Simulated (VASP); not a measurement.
# AlRu (Pm-3m) in VASP: a series of runs, part 2 of 2

VASP 6.6.1.

### Step 3. Single point, PBE, non-collinear spin, zero start, spin-orbit coupling

INCAR reads:

```
SYSTEM = AlRu
ALGO = Normal
EDIFF = 1E-6
ENCUT = 520
GGA = PE
GGA_COMPAT = .False.
ISIF = 2
ISMEAR = 1
LASPH = .True.
LCHARG = .True.
LMAXMIX = 4
LNONCOLLINEAR = .True.
LORBIT = 11
LORBMOM = .True.
LREAL = .False.
LSORBIT = .True.
LVHAR = .True.
LWAVE = .False.
MAGMOM = 0 0 0 0 0 0
NBANDS = 29
NELM = 150
PREC = Accurate
SIGMA = 0.2
```

KPOINTS reads:

```
k-points
0
Gamma
  7 7 7
  0 0 0
```

POSCAR reads:

```
AlRu
1.0
    2.9916000000      0.0000000000      0.0000000000
    0.0000000000      2.9916000000      0.0000000000
    0.0000000000      0.0000000000      2.9916000000
Ru Al
1 1
Direct
    0.5000000000      0.5000000000      0.5000000000
    0.0000000000      0.0000000000      0.0000000000
```

Potentials or basis: VASP PAW PBE potentials, release 64 (Ru_pv, Al).

Run with:

```console
$ cat potpaw_PBE.64/Ru_pv/POTCAR potpaw_PBE.64/Al/POTCAR > POTCAR
$ mpirun -np 1 vasp_ncl > vasp.out
```

It took 28 s on 1 thread of Intel Xeon Platinum 8488C (Sapphire Rapids), shared host; peak memory 0.2 GiB.

It converged, with:

```yaml
Free_energy: -14.4011 eV
Pressure: 2.5 GPa
Net_moment: 0.00 μB per cell
Valence_electrons_inside_the_program's_atomic_spheres: Ru 12.79; Al 0.81
```

Moments on the atoms (μB; x, y, z):
```
Ru  0.00 0.00 0.00
Al  0.00 0.00 0.00
```

### Step 4. Single point, PBE, non-collinear spin, zero start, spin-orbit coupling

INCAR reads:

```
PREC = Accurate
ENCUT = 520
EDIFF = 1E-7
ISMEAR = 1
SIGMA = 0.2
LREAL = F
LASPH = T
NELM = 150
ALGO = Fast
ISIF = 2
LWAVE = F
LCHARG = T
MAGMOM = 0 0 0 0 0 0
LORBIT = 11
LSORBIT = T
GGA_COMPAT = F
LORBMOM = T
LMAXMIX = 4
GGA = PE
LVHAR = T
NBANDS = 29
```

KPOINTS reads:

```
regular mesh
0
Gamma
  7 7 7
```

POSCAR is that of step 3.

Potentials or basis: VASP PAW PBE potentials, release 64 (Ru_pv, Al).

Run with:

```console
$ cat potpaw_PBE.64/Ru_pv/POTCAR potpaw_PBE.64/Al/POTCAR > POTCAR
$ mpirun -np 1 vasp_ncl > vasp.out
```

OUTCAR:

```text
PREC = Accurate
   ENCUT = 520
   EDIFF = 1E-7
   ISMEAR = 1
   LREAL = F
   LASPH = T
   NELM = 150
   ISIF = 2
   LORBIT = 11
   LSORBIT = T
   GGA = PE

 ion  position               nearest neighbor table
   1  0.500  0.500  0.500-   2 2.59   2 2.59   2 2.59   2 2.59   2 2.59   2 2.59   2 2.59   2 2.59

   2  0.000  0.000  0.000-   1 2.59   1 2.59   1 2.59   1 2.59   1 2.59   1 2.59   1 2.59   1 2.59

  LATTYP: Found a simple cubic cell.
 ALAT       =     2.9916000000

  Lattice vectors:

 A1 = (   2.9916000000,   0.0000000000,   0.0000000000)
[... 928 lines left out ...]
     0.0000000     0.0000000     0.0000000     0.0000000     0.0000000
     0.0000000     0.0000000     0.0000000     0.0000000     0.0000000
 l=   3
     0.0000000     0.0000000     0.0000000     0.0000000     0.0000000     0.0000000     0.0000000
     0.0000000     0.0000000     0.0000000     0.0000000     0.0000000     0.0000000     0.0000000
     0.0000000     0.0000000     0.0000000     0.0000000     0.0000000     0.0000000     0.0000000
     0.0000000     0.0000000     0.0000000     0.0000000     0.0000000     0.0000000     0.0000000
     0.0000000     0.0000000     0.0000000     0.0000000     0.0000000     0.0000000     0.0000000
     0.0000000     0.0000000     0.0000000     0.0000000     0.0000000     0.0000000     0.0000000
     0.0000000     0.0000000     0.0000000     0.0000000     0.0000000     0.0000000     0.0000000

 total charge

# of ion       s       p       d       tot
------------------------------------------
    1        0.337   6.246   6.209  12.791
    2        0.392   0.418   0.000   0.810
--------------------------------------------------
tot          0.728   6.664   6.209  13.601

 magnetization (x)

# of ion       s       p       d       tot
------------------------------------------
    1        0.000  -0.000   0.000   0.000
    2       -0.000   0.000   0.000  -0.000
--------------------------------------------------
tot          0.000  -0.000   0.000   0.000

 magnetization (y)

# of ion       s       p       d       tot
------------------------------------------
    1        0.000   0.000   0.000   0.000
    2        0.000  -0.000   0.000  -0.000
--------------------------------------------------
tot          0.000  -0.000   0.000   0.000

 magnetization (z)

# of ion       s       p       d       tot
------------------------------------------
    1        0.000   0.000   0.000   0.000
    2        0.000   0.000   0.000   0.000
--------------------------------------------------
tot          0.000   0.000   0.000   0.000
```

OSZICAR:

```text
N       E                     dE             d eps       ncg     rms          rms(c)
DAV:   1     0.155724389533E+03    0.15572E+03   -0.93937E+03  1200   0.116E+03
DAV:   2    -0.109090898117E+02   -0.16663E+03   -0.15937E+03  1248   0.356E+02
DAV:   3    -0.150443197096E+02   -0.41352E+01   -0.40833E+01  1353   0.597E+01
DAV:   4    -0.150862620432E+02   -0.41942E-01   -0.41906E-01  1437   0.592E+00
DAV:   5    -0.150872031675E+02   -0.94112E-03   -0.94102E-03  1404   0.828E-01    0.123E+01
RMM:   6    -0.144934780568E+02    0.59373E+00   -0.22973E+00  1193   0.128E+01    0.259E+00
RMM:   7    -0.144164862222E+02    0.76992E-01   -0.15625E-01  1200   0.350E+00    0.207E+00
RMM:   8    -0.144015009023E+02    0.14985E-01   -0.14483E-02  1231   0.957E-01    0.647E-01
RMM:   9    -0.144011395101E+02    0.36139E-03   -0.12850E-03  1285   0.313E-01    0.161E-01
RMM:  10    -0.144011044711E+02    0.35039E-04   -0.14014E-04  1447   0.966E-02    0.102E-01
RMM:  11    -0.144011027563E+02    0.17148E-05   -0.41865E-05  1535   0.601E-02    0.120E-02
RMM:  12    -0.144011020350E+02    0.72132E-06   -0.95387E-06  1648   0.235E-02    0.128E-02
RMM:  13    -0.144011019363E+02    0.98661E-07   -0.20126E-06  1635   0.105E-02    0.945E-03
RMM:  14    -0.144011018261E+02    0.11022E-06   -0.21579E-07  1287   0.361E-03    0.672E-03
RMM:  15    -0.144011018556E+02   -0.29479E-07   -0.41630E-08  1061   0.177E-03
   1 F= -.14401102E+02 E0= -.14399755E+02  d E =-.404026E-02  mag=     0.0000    -0.0000    -0.0000
```

It took 40 s on 1 thread of Intel Xeon Platinum 8488C (Sapphire Rapids), shared host; peak memory 0.2 GiB.

What came out:

| Property | Result |
| --- | --- |
| Free energy | -14.4011 eV |
| Pressure | 2.6 GPa |
| Net moment | 0.00 μB per cell |
| Valence electrons inside the program's atomic spheres | Ru 12.79; Al 0.81 |

Moments on the atoms (μB; x, y, z):
```
Ru  0.00 0.00 0.00
Al  0.00 0.00 0.00
```

### Step 5. Single point, r2SCAN+D4, non-collinear spin, zero start, spin-orbit coupling

POSCAR is that of step 4.

INCAR.step1 reads:

```
SYSTEM = AlRu
PREC = Accurate ; ENCUT = 520
ISMEAR = 0 ; SIGMA = 0.01
LREAL = .FALSE. ; LASPH = .TRUE.
NELM = 150 ; MAGMOM = 0 0 0 0 0 0
LSORBIT = .TRUE. ; GGA_COMPAT = .FALSE.
LMAXMIX = 4 ; NBANDS = 29
GGA = PE ; ALGO = Normal
EDIFF = 1E-4 ; LWAVE = .TRUE.
LCHARG = .FALSE.
```

INCAR.step2 reads:

```
SYSTEM = AlRu
PREC = Accurate ; ENCUT = 520
EDIFF = 1E-6 ; ISMEAR = 0
SIGMA = 0.01 ; LREAL = .FALSE.
LASPH = .TRUE. ; NELM = 150
ALGO = Normal ; ISIF = 2
LWAVE = .FALSE. ; LCHARG = .FALSE.
MAGMOM = 0 0 0 0 0 0 ; LORBIT = 11
LSORBIT = .TRUE. ; GGA_COMPAT = .FALSE.
LORBMOM = .TRUE. ; LMAXMIX = 4
METAGGA = R2SCAN ; LMIXTAU = .TRUE.
IVDW = 13 ; VDW_S6 = 1.0
VDW_S8 = 0.6018749 ; VDW_A1 = 0.51559235
VDW_A2 = 5.77342911 ; NBANDS = 29
ISTART = 1
```

KPOINTS reads:

```
Automatic mesh
0
G
  7 7 7
  0 0 0
```

Run with:

```console
$ cat potpaw_PBE.64/Ru_pv/POTCAR potpaw_PBE.64/Al/POTCAR > POTCAR
$ cp INCAR.step1 INCAR
$ mpirun -np 1 vasp_ncl > vasp.out
$ cp INCAR.step2 INCAR
$ mpirun -np 1 vasp_ncl > vasp.out
```

It took 1.8 min on 1 thread of Intel Xeon Platinum 8488C (Sapphire Rapids), shared host; peak memory 0.23 GiB.

Results (log left out):

```yaml
Free_energy: -34.0682 eV
Pressure: -3.6 GPa
Net_moment: 0.00 μB per cell
Valence_electrons_inside_the_program's_atomic_spheres: Ru 12.79; Al 0.82
Dispersion_energy_per_atom: -0.159 eV
```

Moments on the atoms (μB; x, y, z):
```
Ru  0.00 0.00 0.00
Al  0.00 0.00 0.00
```

Caveat: the PAW data sets were made with another functional, which shifts forces and pressure a little.

### Step 6. The runs side by side

| level | spin | U | k mesh | smearing | pressure (GPa) | moment (μB) |
| --- | --- | --- | --- | --- | --- | --- |
| r2SCAN+U | off | Ru d U = 3.5 eV | 9 × 9 × 9 | gaussian 0.05 eV | -3.7 | - |
| PBE | non-collinear, zero start, SOC | - | 7 × 7 × 7 | methfessel-paxton 0.2 eV | 2.6 | 0.00 |
| r2SCAN+D4 | non-collinear, zero start, SOC | - | 7 × 7 × 7 | gaussian 0.01 eV | -3.6 | 0.00 |

Alike in all rows: task single point; potentials or basis VASP PAW PBE potentials, release 64 (Ru_pv, Al); cell as given; cutoff (eV) 520.

The pressure there spans -3.7 GPa (r2SCAN+U) to 2.6 GPa (PBE); a positive pressure means that this level wants a larger cell, a negative one a smaller.

Caveats: the PAW data sets were made with another functional, which shifts forces and pressure a little (some runs); U without spin polarisation on a metal has little footing (some runs); the U is typed as a test and isn't derived for this compound (some runs).

Total energies depend on the potentials used, so only differences within one code and one set of settings carry meaning.
